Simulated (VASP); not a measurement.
Runs of VASP 6.6.1 on Si3C. The structure is that of space group P6/mmm (No. 191), or close to it. The cells are those of the table. 

```tsv
task	cell	k mesh	cutoff (eV)	k mesh for the DOS	occupations for the DOS	gap on the mesh (eV)	pressure (GPa)	relaxed volume (Å³/atom)
single point	a = 3.153, b = 3.153, c = 4.443 Å, angles 90.0, 90.0, 120.0°, 4 atoms	6 × 6 × 4	520	-	-	none	(a)	-
relaxation of cell and atoms	relaxed from a = 3.153, b = 3.153, c = 4.443 Å, angles 90.0, 90.0, 120.0°, 4 atoms	6 × 6 × 4	600	-	-	none	-0.1	12.59
single point	a = 4.861, b = 4.861, c = 2.501 Å, angles 90.0, 90.0, 120.0°, 4 atoms	6 × 6 × 4	520	-	-	none	0.1	-
single point	a = 4.948, b = 4.948, c = 2.413 Å, angles 90.0, 90.0, 120.0°, 4 atoms	6 × 6 × 6	520	-	-	none	0.0	-
single point	a = 4.915, b = 4.915, c = 2.433 Å, angles 90.0, 90.0, 120.0°, 4 atoms	12 × 12 × 18	520	-	-	none	-0.1	-
relaxation of cell and atoms	relaxed from a = 4.948, b = 4.948, c = 2.413 Å, angles 90.0, 90.0, 120.0°, 4 atoms	12 × 12 × 18	600	-	-	none	0.0	(b)
relaxation of cell and atoms	relaxed from a = 4.861, b = 4.861, c = 2.501 Å, angles 90.0, 90.0, 120.0°, 4 atoms	6 × 6 × 6	600	-	-	none	0.0	12.78
```

Alike in all rows: level PBE; potentials or basis VASP PAW PBE potentials, release 64 (Si, C); no spin polarisation; smearing gaussian 0.1 eV.

**Question.** Estimate the missing entries.

**Answer.** (a) 481.8; (b) 12.71.

Caveats: some runs use coarse meshes; the volume moved by over 15 % at a fixed basis, so the end points are rough (some runs).

A gap of «none» marks levels without a gap at the run's occupations.
